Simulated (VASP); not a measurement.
# Te2Mo in VASP: further runs, part 2 of 2

VASP 6.6.1.

### 3 Single point, LDA (all Mo atoms moved +0.150 Å, as atom 3 along Cartesian [0 0 1])

File INCAR:

```
SYSTEM = Te2Mo
PREC     = Accurate       ! precision mode
ENCUT    = 520            ! plane-wave cutoff, eV
EDIFF    = 1E-6           ! SCF threshold, eV
ISMEAR   = 0              ! smearing method
SIGMA    = 0.05           ! smearing width, eV
LREAL    = .False.        ! projectors in reciprocal space
LASPH    = .True.         ! aspherical terms in the spheres
NELM     = 60             ! most SCF steps
ALGO     = Normal         ! electronic algorithm
ISIF     = 2              ! what is computed and relaxed
LWAVE    = .False.        ! write WAVECAR
LCHARG   = .False.        ! write CHGCAR
GGA      = CA             ! functional
NBANDS   = 20             ! bands
```

File KPOINTS:

```
Automatic mesh
0
Gamma
  12 12 2
  0 0 0
```

File POSCAR:

```
Te2Mo
1.0
    3.5602328140      0.0000000000      0.0000000000
   -1.7801164070      3.0832520603      0.0000000000
    0.0000000000      0.0000000000     17.5240578200
Te Mo
2 1
Direct
    0.3333333333      0.6666666667      0.8978554500
    0.3333333333      0.6666666667      0.1021445500
    0.0000000000      0.0000000000      0.0085596613
```

Potentials or basis: VASP PAW LDA potentials, release 64 (Te, Mo_sv).

Command:

```
$ cat potpaw_LDA.64/Te/POTCAR potpaw_LDA.64/Mo_sv/POTCAR > POTCAR
$ mpirun -np 1 vasp_std > vasp.out
```

OUTCAR:

```text
SYSTEM = Te2Mo
   PREC = Accurate
   ENCUT = 520
   EDIFF = 1E-6
   ISMEAR = 0
   LREAL = .False.
   LASPH = .True.
   NELM = 60
   ISIF = 2
   GGA = CA

 ion  position               nearest neighbor table
   1  0.333  0.667  0.898-   3 2.83   3 2.83   3 2.83   2 3.58
   2  0.333  0.667  0.102-   3 2.63   3 2.63   3 2.63   1 3.58
   3  0.000  0.000  0.009-   2 2.63   2 2.63   2 2.63   1 2.83   1 2.83   1 2.83

  LATTYP: Found a hexagonal cell.
 ALAT       =     3.5602328140
 C/A-ratio  =     4.9221662558

  Lattice vectors:

 A1 = (   3.5602328140,   0.0000000000,   0.0000000000)
 A2 = (  -1.7801164070,   3.0832520603,   0.0000000000)
 A3 = (   0.0000000000,   0.0000000000,  17.5240578200)

Analysis of symmetry for initial positions (statically):
=====================================================================
 Subroutine PRICEL returns:
 Original cell was already a primitive cell.

 Routine SETGRP: Setting up the symmetry group for a
 hexagonal supercell.

 Subroutine GETGRP returns: Found  6 space group operations
 (whereof  6 operations were pure point group operations)
 out of a pool of 24 trial point group operations.

[... 164 lines left out ...]

 E-fermi :   0.0286     XC(G=0):  -4.8297

 val. band max:       -0.2342388326   @ k =   0.3333   0.3333   0.5000
 cond. band min:       0.8301380360   @ k =   0.3333   0.3333   0.0000
 fundamental gap:      1.0643768686
 Fermi energy:         0.0285806308

 k-point     1 :       0.0000    0.0000    0.0000
  band No.  band energies     occupation
      1     -60.4471      2.00000
      2     -34.7880      2.00000
      3     -34.6841      2.00000
      4     -34.6841      2.00000
      5     -12.6899      2.00000
      6     -11.7136      2.00000
[... 541 lines left out ...]
     19       5.7866      0.00000
     20       6.0009      0.00000

 [... further k-points ...]

------------------------ aborting loop because EDIFF is reached ----------------------------------------

  FORCE on cell =-STRESS in cart. coord.  units (eV):
  Direction    XX          YY          ZZ          XY          YZ          ZX
  --------------------------------------------------------------------------------------
  -------------------------------------------------------------------------------------
  Total       -1.8054060     -1.8054060     -0.7003981      0.0000000      0.0000000      0.0000000
  in kB      -15.0370747    -15.0370747     -5.8335568      0.0000000      0.0000000      0.0000000
  external PRESSURE =     -11.9692354 kB  Pullay stress =       0.0000000 kB

 VOLUME and BASIS-vectors are now :
 -----------------------------------------------------------------------------
  energy-cutoff  :      520.00
  volume of cell :      192.36
      direct lattice vectors                 reciprocal lattice vectors
     3.560232814  0.000000000  0.000000000     0.280880508  0.162166437  0.000000000
    -1.780116407  3.083252060  0.000000000     0.000000000  0.324332873  0.000000000
     0.000000000  0.000000000 17.524057820     0.000000000  0.000000000  0.057064409

 POSITION                                       TOTAL-FORCE (eV/Angst)
 -----------------------------------------------------------------------------------
     -0.00000      2.05550     15.73407         0.000000     -0.000000      1.619921
     -0.00000      2.05550      1.78999        -0.000000     -0.000000      1.497028
      0.00000      0.00000      0.15000         0.000000      0.000000     -3.116949
 -----------------------------------------------------------------------------------
    total drift:                                0.000000     -0.000000     -0.000430

  FREE ENERGIE OF THE ION-ELECTRON SYSTEM (eV)
  ---------------------------------------------------
  free  energy   TOTEN  =       -20.1781989062 eV

  energy  without entropy=      -20.1781989062  energy(sigma->0) =      -20.17819891
```

OSZICAR:

```text
N       E                     dE             d eps       ncg     rms          rms(c)
DAV:   1     0.136521085056E+03    0.13652E+03   -0.11543E+04  1976   0.103E+03
DAV:   2    -0.123163523102E+02   -0.14884E+03   -0.14503E+03  2024   0.229E+02
DAV:   3    -0.207155307965E+02   -0.83992E+01   -0.83269E+01  1992   0.458E+01
[... 14 lines left out ...]
DAV:  18    -0.201781762630E+02   -0.37103E-04   -0.94835E-07  1412   0.362E-03    0.147E-03
DAV:  19    -0.201781900399E+02   -0.13777E-04   -0.52253E-07  1452   0.207E-03    0.137E-03
DAV:  20    -0.201781964734E+02   -0.64334E-05   -0.23902E-07  1252   0.157E-03    0.468E-04
DAV:  21    -0.201781986370E+02   -0.21636E-05   -0.81237E-08  1244   0.692E-04    0.346E-04
DAV:  22    -0.201781989062E+02   -0.26919E-06   -0.90676E-09  1120   0.417E-04
   1 F= -.20178199E+02 E0= -.20178199E+02  d E =-.186123E-14
```

It took 2.2 min on 1 thread of Intel Xeon 6975P-C (Granite Rapids), shared host; peak memory 0.35 GiB.

What came out:

| Item | Value |
| --- | --- |
| Free energy | -20.1782 eV |
| Largest force | 3.117 eV/Å |
| Band gap on the k mesh | 1.06 eV |

Forces in eV/Å, atoms in the order of the input:
```
Te   0.000  0.000  1.620
Te   0.000  0.000  1.497
Mo   0.000  0.000 -3.117
```

Levels at points of the mesh, in eV from the valence-band top:
```tsv
k point	band 11	band 12	band 13	band 14	band 15	band 16
(0.00, 0.00, 0.00)	-0.74	-0.74	-0.02	2.92	2.92	3.74
(0.50, 0.00, 0.00)	-1.47	-0.51	-0.21	1.43	1.77	3.18
(0.00, 0.00, 0.50)	-0.74	-0.74	-0.02	2.92	2.92	3.74
(0.50, 0.00, 0.50)	-1.47	-0.51	-0.21	1.43	1.77	3.18
```

Caveat: the cell differs from its parent crystal (all Mo atoms moved +0.150 Å, as atom 3 along Cartesian [0 0 1]); spin-orbit coupling is left out, which moves the levels of the heavy elements.

### 4 Single point, LDA (all Mo atoms moved +0.175 Å, as atom 3 along Cartesian [0 0 1])

File INCAR:

```
ALGO = Normal
EDIFF = 1E-6
ENCUT = 520
ISIF = 2
ISMEAR = 0
LASPH = T
LCHARG = F
LREAL = F
LWAVE = F
NBANDS = 20
NELM = 100
PREC = Accurate
SIGMA = 0.05
```

File KPOINTS:

```
k-points
0
Gamma
  12 12 2
```

Changes to POSCAR since step 3:

```diff
@@ -10,2 +10,2 @@
     0.3333333333      0.6666666667      0.1021445500
-    0.0000000000      0.0000000000      0.0085596613
+    0.0000000000      0.0000000000      0.0099862715
```

Command:

```
$ cat potpaw_LDA.64/Te/POTCAR potpaw_LDA.64/Mo_sv/POTCAR > POTCAR
$ mpirun -np 1 vasp_std > vasp.out
```

Run time: 2.3 min. Hardware: 1 thread of Intel Xeon 6975P-C (Granite Rapids), shared host; peak memory 0.34 GiB.

The run converged. Its results:

| Quantity | Value |
| --- | --- |
| Free energy | -20.0939 eV |
| Largest force | 3.628 eV/Å |
| Band gap on the k mesh | 0.96 eV (least direct gap 1.07 eV) |

Forces on the atoms (eV/Å):
```
Te   0.000  0.000  1.768
Te   0.000  0.000  1.860
Mo   0.000  0.000 -3.628
```

Levels at points of the mesh, in eV from the valence-band top:
```csv
k point,band 10,band 11,band 12,band 13,band 14,band 15,band 16,band 17
"(0.00, 0.00, 0.00)",-1.83,-0.80,-0.80,-0.02,2.80,2.80,3.74,3.74
"(0.50, 0.00, 0.00)",-2.35,-1.56,-0.55,-0.28,1.34,1.67,3.04,3.75
"(0.00, 0.00, 0.50)",-1.83,-0.80,-0.80,-0.02,2.80,2.80,3.74,3.74
"(0.50, 0.00, 0.50)",-2.35,-1.56,-0.55,-0.28,1.34,1.67,3.04,3.75
```

Caveat: the cell differs from its parent crystal (all Mo atoms moved +0.175 Å, as atom 3 along Cartesian [0 0 1]); spin-orbit coupling is left out, which moves the levels of the heavy elements.

### 5 Overview

```csv
cell,gap on the mesh (eV),largest force (eV/Å)
"as given, atomic positions A",0.85,4.13
"as given, atomic positions B",1.06,3.12
"as given, atomic positions C",0.96,3.63
```

Alike in all rows: task single point; level LDA; potentials or basis VASP PAW LDA potentials, release 64 (Te, Mo_sv); no spin polarisation; k mesh 12 × 12 × 2; cutoff (eV) 520; smearing gaussian 0.05 eV.

Caveats: spin-orbit coupling is left out, which moves the levels of the heavy elements.

Absolute energies hang on the potentials; compare differences alone.
